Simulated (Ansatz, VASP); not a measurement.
Two plane-wave programs on Ta

Contents of INCAR:

```
SYSTEM = Ta
  ALGO = Fast
  EDIFF = 1E-7
  ENCUT = 520
  GGA = PE
  ISIF = 2
  ISMEAR = 0
  LASPH = .TRUE.
  LCHARG = .FALSE.
  LREAL = .FALSE.
  LWAVE = .FALSE.
  NBANDS = 18
  NELM = 80
  PREC = Accurate
  SIGMA = 0.15
```

KPOINTS

```
k-points
0
G
  22 22 14
  0 0 0
```

POSCAR

```
Ta
1.0
   -1.6593948201      1.6593948201      1.6593948201
    1.6593948201     -1.6593948201      1.6593948201
    3.3187896402      3.3187896402      0.0000000000
Ta
2
Direct
   -0.0372857879      0.0372857879      0.0000000000
    0.5372857879      0.4627142121      0.5000000000
```

Input for Ansatz:

```yaml
crystal:
  lattice:
    - [-1.6593948201, 1.6593948201, 1.6593948201]
    - [1.6593948201, -1.6593948201, 1.6593948201]
    - [3.3187896402, 3.3187896402, 0.0]
  atoms:
    - { symbol: Ta, position: [-0.0372857879, 0.0372857879, 0.0] }
    - { symbol: Ta, position: [0.5372857879, 0.4627142121, 0.5] }
basis:
  ecutwfc: 420
kpoints:
  mp_grid: { grid: [22, 22, 14] }
hamiltonian:
  xc: pbe
scf:
  occupations: { method: gaussian, width: 0.15 }
output:
  forces: true
  stress: true
  eigenvalues: true
```

Change from the starting cell: mode 4 (88.7 1/cm) frozen in, largest displacement +0.175 Å.

Alike in both runs: task single point; functional PBE; k mesh 22 × 22 × 14; occupations gaussian, width 0.15 eV; no spin polarisation.

```csv
,VASP,Ansatz
version,VASP 6.6.1,Ansatz 0.2.0
potentials or method,"VASP PAW PBE potentials, release 64 (Ta_pv), cutoff 520 eV","scalar-relativistic, plane waves, PAW"
valence electrons in the cell,22,26
```

Ansatz gave:

| Property | Result |
| --- | --- |
| gap on the k mesh at the Fermi level (eV) | none |
| pressure (GPa) | 1.6 |
| traceless stress, the component that is largest in VASP (GPa) | 0.51 |
| rms of the force components (eV/Å) | 0.470 |

Question: Estimate VASP's values.

Answer: gap on the k mesh at the Fermi level (eV): none; pressure (GPa): 1.7; traceless stress, the component that is largest in VASP (GPa): 0.51; rms of the force components (eV/Å): 0.469.

Atom by atom the forces differ by 0.001 eV/Å (rms over components). A gap of «none» marks a metal or a gap that the smearing closes. VASP's potentials hold 22 valence electrons a cell and Ansatz's 26, so a difference there can come from the potentials and not from the codes.

Neither program's run includes spin-orbit coupling.
